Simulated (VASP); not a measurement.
Write the native input for VASP 6.6.1 that does the following.

| Quantity | Value |
| --- | --- |
| Task | relaxation of cell and atoms |
| Functional | r2SCAN |
| Potentials or basis | VASP PAW PBE potentials, release 64 (Al, Ru_pv) |
| Cutoff | 600 eV |
| k mesh | 11 × 11 × 11 |
| Occupations | fermi-dirac, width 0.1 eV |
| Spin | no spin polarisation |
| Dipole correction | no |
| Further INCAR settings | ALGO = Normal; EDIFF = 1e-06; IBRION = 2; EDIFFG = -0.01; NSW = 80; ISIF = 3 |

The system is AlRu.

```
Al Ru
1.0
     2.99160    0.00000    0.00000
     0.00000    2.99160    0.00000
     0.00000    0.00000    2.99160
Al Ru
1 1
Direct
  0.00000 0.00000 0.00000
  0.50000 0.50000 0.50000
```

One way to write it, as run:

POSCAR

```
AlRu
1.0
    2.9916000000      0.0000000000      0.0000000000
    0.0000000000      2.9916000000      0.0000000000
    0.0000000000      0.0000000000      2.9916000000
Al Ru
1 1
Direct
    0.0000000000      0.0000000000      0.0000000000
    0.5000000000      0.5000000000      0.5000000000
```

INCAR.step1

```
SYSTEM = AlRu
ALGO     = Normal         ! electronic algorithm
EDIFF    = 1E-4           ! SCF threshold, eV
ENCUT    = 600            ! plane-wave cutoff, eV
GGA      = PE             ! functional
ISMEAR   = -1             ! smearing method
LASPH    = .TRUE.         ! aspherical terms in the spheres
LCHARG   = .FALSE.        ! write CHGCAR
LREAL    = .FALSE.        ! projectors in reciprocal space
LWAVE    = .TRUE.         ! write WAVECAR
NELM     = 80             ! most SCF steps
PREC     = Accurate       ! precision mode
SIGMA    = 0.1            ! smearing width, eV
```

INCAR.step2

```
SYSTEM = AlRu
ALGO     = Normal         ! electronic algorithm
EDIFF    = 1E-6           ! SCF threshold, eV
EDIFFG   = -0.01          ! ionic threshold
ENCUT    = 600            ! plane-wave cutoff, eV
IBRION   = 2              ! ionic algorithm
ISIF     = 3              ! what is computed and relaxed
ISMEAR   = -1             ! smearing method
ISTART   = 1            
LASPH    = .TRUE.         ! aspherical terms in the spheres
LCHARG   = .FALSE.        ! write CHGCAR
LMIXTAU  = .TRUE.       
LREAL    = .FALSE.        ! projectors in reciprocal space
LWAVE    = .FALSE.        ! write WAVECAR
METAGGA  = R2SCAN         ! meta-GGA
NELM     = 80             ! most SCF steps
NSW      = 80             ! ionic steps
PREC     = Accurate       ! precision mode
SIGMA    = 0.1            ! smearing width, eV
```

KPOINTS

```
k-points
0
G
  11 11 11
  0 0 0
```

Potentials or basis: VASP PAW PBE potentials, release 64 (Al, Ru_pv).

Command:

```bash
$ cat potpaw_PBE.64/Al/POTCAR potpaw_PBE.64/Ru_pv/POTCAR > POTCAR
$ cp INCAR.step1 INCAR
$ mpirun -np 1 vasp_std > vasp.out
$ cp INCAR.step2 INCAR
$ mpirun -np 1 vasp_std > vasp.out
```

It gave:

```json
{
 "Relaxed volume": "13.29 Å³/atom",
 "Relaxed cell": "a = 2.984 Å, b = 2.984 Å, c = 2.984 Å, α = 90.00°, β = 90.00°, γ = 90.00°",
 "Space group after relaxing (to 0.1 Å)": "Pm-3m (No. 221)",
 "Energy gained by relaxing": "0.5 meV/atom",
 "Ionic steps": "3",
 "Pressure after relaxing": "0.0 GPa",
 "Band gap on the k mesh": "zero (an odd number of electrons rules out a gap without spin polarisation)"
}
```

Caveat: the PAW data sets were made with another functional, which shifts forces and pressure a little.

Run time: 3 min on 1 thread of Intel Xeon 8259CL, with other jobs on the host, peak memory 0.16 GiB.
